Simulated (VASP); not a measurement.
# KI (Fm-3m) in VASP: notebook

Aim: see how the results for KI move with the level of theory and the settings. Levels: HSE06, PBE. Tasks: single point.

All numbers are computed with VASP 6.6.1; they aren't measurements. Logs are shortened: lines on timing, memory, paths and dates and some standing lists are left out, and cuts for length are marked.

### 1 The cell of the first run

Symmetry: Fm-3m, No. 225, cubic system. The conventional cell has a = 7.089 Å, b = 7.089 Å, c = 7.089 Å, α = 90.00°, β = 90.00°, γ = 90.00°. K (site symmetry m-3m) has 6 I at 3.54 Å within 4.7 Å. I (site symmetry m-3m) has 6 K at 3.54 Å within 4.7 Å.

### 2 Single point, HSE06

Input file POSCAR:

```
KI
1.0
    0.0000000000      3.5442849777      3.5442849777
    3.5442849777      0.0000000000      3.5442849777
    3.5442849777      3.5442849777      0.0000000000
K I
1 1
Direct
    0.0000000000      0.0000000000      0.0000000000
    0.5000000000      0.5000000000      0.5000000000
```

Input file INCAR.step1:

```
SYSTEM = KI
PREC     = Accurate       ! precision mode
ENCUT    = 520            ! plane-wave cutoff, eV
EDIFF    = 1E-5           ! SCF threshold, eV
ISMEAR   = 0              ! smearing method
SIGMA    = 0.01           ! smearing width, eV
LREAL    = .False.        ! projectors in reciprocal space
LASPH    = .True.         ! aspherical terms in the spheres
NELM     = 60             ! most SCF steps
ALGO     = Normal         ! electronic algorithm
ISIF     = 2              ! what is computed and relaxed
LWAVE    = .True.         ! write WAVECAR
LCHARG   = .False.        ! write CHGCAR
NBANDS   = 15             ! bands
GGA      = PE             ! functional
```

Input file INCAR.step2:

```
SYSTEM = KI
PREC     = Accurate       ! precision mode
ENCUT    = 520            ! plane-wave cutoff, eV
EDIFF    = 1E-6           ! SCF threshold, eV
ISMEAR   = 0              ! smearing method
SIGMA    = 0.01           ! smearing width, eV
LREAL    = .False.        ! projectors in reciprocal space
LASPH    = .True.         ! aspherical terms in the spheres
NELM     = 60             ! most SCF steps
ALGO     = Normal         ! electronic algorithm
ISIF     = 2              ! what is computed and relaxed
LWAVE    = .False.        ! write WAVECAR
LCHARG   = .False.        ! write CHGCAR
GGA      = PE             ! functional
LHFCALC  = .True.         ! exact exchange
HFSCREEN = 0.2079         ! screening, 1/A
PRECFOCK = Normal       
NBANDS   = 15             ! bands
ISTART   = 1
```

Input file KPOINTS:

```
Automatic mesh
0
Gamma
  4 4 4
  0 0 0
```

Potentials or basis: VASP PAW PBE potentials, release 64 (K_sv, I).

On the command line:

```sh
$ cat potpaw_PBE.64/K_sv/POTCAR potpaw_PBE.64/I/POTCAR > POTCAR
$ cp INCAR.step1 INCAR
$ mpirun -np 1 vasp_std > vasp.out
$ cp INCAR.step2 INCAR
$ mpirun -np 1 vasp_std > vasp.out
```

OUTCAR:

```text
SYSTEM = KI
   PREC = Accurate
   ENCUT = 520
   EDIFF = 1E-6
   ISMEAR = 0
   LREAL = .False.
   LASPH = .True.
   NELM = 60
   ISIF = 2
   GGA = PE
   LHFCALC = .True.
   HFSCREEN = 0.2079
   PRECFOCK = Normal
   ISTART = 1

 ion  position               nearest neighbor table
   1  0.000  0.000  0.000-   2 3.54   2 3.54   2 3.54   2 3.54   2 3.54   2 3.54
   2  0.500  0.500  0.500-   1 3.54   1 3.54   1 3.54   1 3.54   1 3.54   1 3.54

  LATTYP: Found a face centered cubic cell.
 ALAT       =     7.0885699554

  Lattice vectors:

 A1 = (   0.0000000000,   3.5442849777,   3.5442849777)
 A2 = (   3.5442849777,   0.0000000000,   3.5442849777)
 A3 = (   3.5442849777,   3.5442849777,   0.0000000000)

Analysis of symmetry for initial positions (statically):
=====================================================================
 Subroutine PRICEL returns:
 Original cell was already a primitive cell.

 Routine SETGRP: Setting up the symmetry group for a
 face centered cubic supercell.

 Subroutine GETGRP returns: Found 48 space group operations
 (whereof 48 operations were pure point group operations)
 out of a pool of 48 trial point group operations.

The static configuration has the point symmetry O_h .

Analysis of symmetry for dynamics (positions and initial velocities):
=====================================================================
 Subroutine PRICEL returns:
 Original cell was already a primitive cell.

 Routine SETGRP: Setting up the symmetry group for a
 face centered cubic supercell.

 Subroutine GETGRP returns: Found 48 space group operations
 (whereof 48 operations were pure point group operations)
 out of a pool of 48 trial point group operations.

The dynamic configuration has the point symmetry O_h .

 Subroutine INISYM returns: Found 48 space group operations
 (whereof 48 operations are pure point group operations),
 and found     1 'primitive' translations

----------------------------------------------------------------------------------------

                                     Primitive cell

  volume of cell :      89.0463

  direct lattice vectors                    reciprocal lattice vectors
     0.000000000  3.544284978  3.544284978    -0.141072178  0.141072178  0.141072178
     3.544284978  0.000000000  3.544284978     0.141072178 -0.141072178  0.141072178
     3.544284978  3.544284978  0.000000000     0.141072178  0.141072178 -0.141072178

  length of vectors
     5.012375884  5.012375884  5.012375884     0.244344179  0.244344179  0.244344179

  position of ions in fractional coordinates (direct lattice)
     0.000000000  0.000000000  0.000000000
     0.500000000  0.500000000  0.500000000

  ion indices of the primitive-cell ions
   primitive index   ion index
                 1           1
                 2           2

----------------------------------------------------------------------------------------

 KPOINTS: Automatic mesh

Automatic generation of k-mesh.
 Grid dimensions read from file:
 generate k-points for:    4    4    4

 Generating k-lattice:

  Cartesian coordinates                     Fractional coordinates (reciprocal lattice)
    -0.035268044  0.035268044  0.035268044     0.250000000  0.000000000  0.000000000
     0.035268044 -0.035268044  0.035268044     0.000000000  0.250000000  0.000000000
     0.035268044  0.035268044 -0.035268044     0.000000000  0.000000000  0.250000000

  Length of vectors
     0.061086045  0.061086045  0.061086045

  Shift w.r.t. Gamma in fractional coordinates (k-lattice)
     0.000000000  0.000000000  0.000000000

 Subroutine IBZKPT returns following result:
 ===========================================

 Found      8 irreducible k-points:

 Following reciprocal coordinates:
            Coordinates               Weight
  0.000000  0.000000  0.000000      1.000000
  0.250000  0.000000  0.000000      8.000000
  0.500000  0.000000  0.000000      4.000000
  0.250000  0.250000  0.000000      6.000000
  0.500000  0.250000  0.000000     24.000000
 -0.250000  0.250000  0.000000     12.000000
  0.500000  0.500000  0.000000      3.000000
 -0.250000  0.500000  0.250000      6.000000
   k-points           NKPTS =      8   k-points in BZ     NKDIM =     64   number of bands    NBANDS=     15
   number of dos      NEDOS =    301   number of ions     NIONS =      2
   total plane-waves  NPLWV =  64000
   dimension x,y,z NGX =    40 NGY =   40 NGZ =   40
   dimension x,y,z NGXF=    80 NGYF=   80 NGZF=   80
   ions per type =               1   1
   NGX,Y,Z   is equivalent  to a cutoff of  13.27, 13.27, 13.27 a.u.
   NGXF,Y,Z  is equivalent  to a cutoff of  26.53, 26.53, 26.53 a.u.
 SYSTEM =  KI
   PREC   = accura    normal or accurate (medium, high low for compatibility)
   ISTART =      1    job   : 0-new  1-cont  2-samecut
   ICHARG =      0    charge: 1-file 2-atom 10-const
   ISPIN  =      1    spin polarized calculation?
   LNONCOLLINEAR =      F non collinear calculations
   LSORBIT =      F    spin-orbit coupling
   LASPH  =      T    aspherical Exc in radial PAW
   ENCUT  =  520.0 eV  38.22 Ry    6.18 a.u.   9.32  9.32  9.32*2*pi/ulx,y,z
   NELM   =     60;   NELMIN=  2; NELMDL=  0     # of ELM steps
   EDIFF  = 0.1E-05   stopping-criterion for ELM
   LREAL  =      F    real-space projection
   EDIFFG = 0.1E-04   stopping-criterion for IOM
   NSW    =      0    number of steps for IOM
   IBRION =     -1    ionic relax: 0-MD 1-quasi-New 2-CG
   NFREE  =      0    steps in history (QN), initial steepest desc. (CG)
   ISIF   =      2    stress and relaxation
   ISYM   =      3    0-nonsym 1-usesym 2-fastsym
   POTIM  = 0.5000    time-step for ionic-motion
   TEBEG  =    0.0;   TEEND  =   0.0 temperature during run
   PSTRESS=    0.0 pullay stress
   NELECT =      16.0000    total number of electrons
   NUPDOWN=      -1.0000    fix difference up-down
   EMIN   =  10.00;   EMAX   =-10.00  energy-range for DOS
   EFERMI =   0.00;   METHOD = LEGACY
   ISMEAR =     0;   SIGMA  =   0.01  broadening in eV -4-tet -1-fermi 0-gaus
   EFERMI_NEDOS =   21; number of points for ismear=-14 and -15
   IALGO  =     38    algorithm
   IMIX   =      1    mixing-type and parameters
     AMIX     =   0.40;   BMIX     =  1.00
     AMIX_MAG =   1.60;   BMIX_MAG =  1.00
  volume/ion in A,a.u.               =      44.52       300.46
  Fermi-wavevector in a.u.,A,eV,Ry     =   0.923796  1.745722 11.611205  0.853400
  Thomas-Fermi vector in A             =   2.049472
   LORBIT       =      0    0 simple, 1 ext, 2 COOP (PROOUT), +10 PAW based schemes
   GGA     = PE    functional components
   LHFCALC =     T    Hartree Fock is set to
   PRECFOCK=normal    Normal, Fast or Accurate (Low or Medium for compatibility)
   ENCUT4O =  -1.0   cutoff for four orbital integrals eV
   NKREDX  =     1    reduce k-point grid by
   NKREDY  =     1    reduce k-point grid by
   NKREDZ  =     1    reduce k-point grid by
   AEXX    =    0.2500 exact exchange contribution
   HFSCREEN=    0.2079 screening length (either q_TF or 0.3 A-1)
   HFSCREENC=   0.2079 screening length for correlation (either q_TF or 0.3 A-1)
   ENCUTFOCK=  -1.0 apply spherical cutoff to Coloumb kernel
   IVDW    =     0    specifies the selected vdW correction
   LEPSILON=     F    determine dielectric tensor
   LRPA    =     F    only Hartree local field effects (RPA)
 non-spin polarized calculation
 Gauss-broadening in eV      SIGMA  =   0.01
  energy-cutoff  :      520.00
  volume of cell :       89.05
 maximum number of plane-waves:      2421
 NGX is ok and might be reduce to    40
  NGX = 28; NGY = 28; NGZ = 28

 number of electron      15.9999999 magnetization

 Free energy of the ion-electron system (eV)
  ---------------------------------------------------
  ext. energy  EPLUGINS =         0.00000000
  ---------------------------------------------------
  free energy    TOTEN  =        -6.40232475 eV

  energy without entropy =       -6.40232475  energy(sigma->0) =       -6.40232475

 E-fermi :  -1.0616     XC(G=0):  -6.0126

 val. band max:       -1.1942947343   @ k =   0.0000   0.0000   0.0000
 cond. band min:       3.7355582217   @ k =   0.0000   0.0000   0.0000
 fundamental gap:      4.9298529560
 Fermi energy:        -1.0615803466

 k-point     1 :       0.0000    0.0000    0.0000
  band No.  band energies     occupation
      1     -32.0394      2.00000
      2     -14.1713      2.00000
      3     -14.1713      2.00000
      4     -14.1713      2.00000
      5     -12.5701      2.00000
      6      -1.1943      2.00000
      7      -1.1943      2.00000
      8      -1.1943      2.00000
      9       3.7356      0.00000
     10       6.4517      0.00000
     11       6.4517      0.00000
     12       6.4517      0.00000
     13       7.2817      0.00000
     14       7.2817      0.00000
     15       9.5946      0.00000

 k-point     2 :       0.2500    0.0000    0.0000
  band No.  band energies     occupation
      1     -32.0384      2.00000
      2     -14.2529      2.00000
      3     -14.1719      2.00000
      4     -14.1719      2.00000
      5     -12.4153      2.00000
      6      -1.9661      2.00000
      7      -1.3710      2.00000
      8      -1.3710      2.00000
      9       4.8411      0.00000
     10       6.4646      0.00000
     11       7.0849      0.00000
     12       7.0849      0.00000
     13       7.9825      0.00000
     14       7.9825      0.00000
     15      10.4340      0.00000
[... 77 lines left out ...]
      3     -14.1896      2.00000
      4     -14.1896      2.00000
      5     -12.4075      2.00000
      6      -2.2470      2.00000
      7      -1.5834      2.00000
      8      -1.5834      2.00000
      9       4.7595      0.00000
     10       5.6190      0.00000
     11       8.2693      0.00000
     12       8.6675      0.00000
     13       8.9429      0.00000
     14       9.9553      0.00000
     15       9.9553      0.00000

 k-point     8 :      -0.2500    0.5000    0.2500
  band No.  band energies     occupation
      1     -32.0367      2.00000
      2     -14.2229      2.00000
      3     -14.2029      2.00000
      4     -14.2029      2.00000
      5     -12.3457      2.00000
      6      -1.9570      2.00000
      7      -1.9570      2.00000
      8      -1.8086      2.00000
      9       6.3396      0.00000
     10       6.3396      0.00000
     11       6.5392      0.00000
     12       8.2034      0.00000
     13       8.9279      0.00000
     14      10.0038      0.00000
     15      10.3735      0.00000

------------------------ aborting loop because EDIFF is reached ----------------------------------------

  FORCE on cell =-STRESS in cart. coord.  units (eV):
  Direction    XX          YY          ZZ          XY          YZ          ZX
  --------------------------------------------------------------------------------------
  -------------------------------------------------------------------------------------
  Total        0.1588851      0.1588851      0.1588851     -0.0000000      0.0000000      0.0000000
  in kB        2.8587610      2.8587610      2.8587610     -0.0000000      0.0000000      0.0000000
  external PRESSURE =       2.8587610 kB  Pullay stress =       0.0000000 kB

 VOLUME and BASIS-vectors are now :
 -----------------------------------------------------------------------------
  energy-cutoff  :      520.00
  volume of cell :       89.05
      direct lattice vectors                 reciprocal lattice vectors
     0.000000000  3.544284978  3.544284978    -0.141072178  0.141072178  0.141072178
     3.544284978  0.000000000  3.544284978     0.141072178 -0.141072178  0.141072178
     3.544284978  3.544284978  0.000000000     0.141072178  0.141072178 -0.141072178

 POSITION                                       TOTAL-FORCE (eV/Angst)
 -----------------------------------------------------------------------------------
      0.00000      0.00000      0.00000         0.000000     -0.000000      0.000000
      3.54428      3.54428      3.54428        -0.000000      0.000000     -0.000000
 -----------------------------------------------------------------------------------
    total drift:                               -0.000000     -0.000000     -0.000000

  FREE ENERGIE OF THE ION-ELECTRON SYSTEM (eV)
  ---------------------------------------------------
  free  energy   TOTEN  =        -6.4023247543 eV

  energy  without entropy=       -6.4023247543  energy(sigma->0) =       -6.40232475
```

It took 8.8 min on 1 thread of Intel Xeon Platinum 8375C at 2.90GHz (Ice Lake), shared host; peak memory 0.35 GiB.

What came out:

```yaml
Free_energy: -6.4023 eV
Pressure: 0.3 GPa
Band_gap_on_the_k_mesh: 4.93 eV
```

Caveat: the PAW data sets were made with another functional, which shifts forces and pressure a little; spin-orbit coupling is left out, which moves the levels of the heavy elements.

### 3 Single point, PBE

Input file INCAR:

```
PREC = Accurate
ENCUT = 520
EDIFF = 1E-7
ISMEAR = 0
SIGMA = 0.01
LREAL = False
LASPH = True
NELM = 60
ALGO = Normal
ISIF = 2
LWAVE = False
LCHARG = False
GGA = PE
NBANDS = 15
```

Input file KPOINTS:

```
regular mesh
0
Gamma
  4 4 4
```

POSCAR is that of step 2.

Potentials or basis: VASP PAW PBE potentials, release 64 (K_sv, I).

On the command line:

```sh
$ cat potpaw_PBE.64/K_sv/POTCAR potpaw_PBE.64/I/POTCAR > POTCAR
$ mpirun -np 1 vasp_std > vasp.out
```

Wall time 31 s (1 thread of Intel Xeon 8259CL, shared host); peak memory 0.24 GiB.

Results (log left out):

| Quantity | Value |
| --- | --- |
| Free energy | -5.5586 eV |
| Pressure | 0.5 GPa |
| Band gap on the k mesh | 3.94 eV |

Levels at points of the mesh, in eV from the valence-band top:
```
           k point  band 6  band 7  band 8  band 9  band 10  band 11
(0.00, 0.00, 0.00)    0.00    0.00    0.00    3.94     6.50     6.50
(0.50, 0.00, 0.00)   -1.30   -0.33   -0.33    5.51     7.68     8.12
(0.50, 0.50, 0.00)   -0.98   -0.36   -0.36    4.95     5.74     8.08
```

Caveat: spin-orbit coupling is left out, which moves the levels of the heavy elements.

(Part 1 of 2 ends here.)
